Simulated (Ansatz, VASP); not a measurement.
## NbCu in VASP and in Ansatz

```
CELL_PARAMETERS angstrom
0.00000 2.56221 2.56221
2.56221 0.00000 2.56221
2.56221 2.56221 0.00000
ATOMIC_POSITIONS crystal
Nb 0.00000 0.00000 0.00000
Cu 0.50000 0.50000 0.50000
```

Alike in both runs: task single point; functional PBE; k mesh 9 × 9 × 9; occupations fermi-dirac, width 0.05 eV; no spin polarisation.

|  | VASP | Ansatz |
| --- | --- | --- |
| version | VASP 6.6.1 | Ansatz 0.2.0 |
| potentials or method | VASP PAW PBE potentials, release 64 (Nb_sv, Cu), cutoff 520 eV | all-electron LAPW, scalar-relativistic |

```tsv
	VASP	Ansatz	Ansatz less VASP
gap on the k mesh at the Fermi level (eV)	none	none	-
pressure (GPa)	0.0	0.0	-0.01
```

A gap of «none» marks a metal or a gap that the smearing closes. Ansatz ran all-electron here, and VASP with PAW potentials.
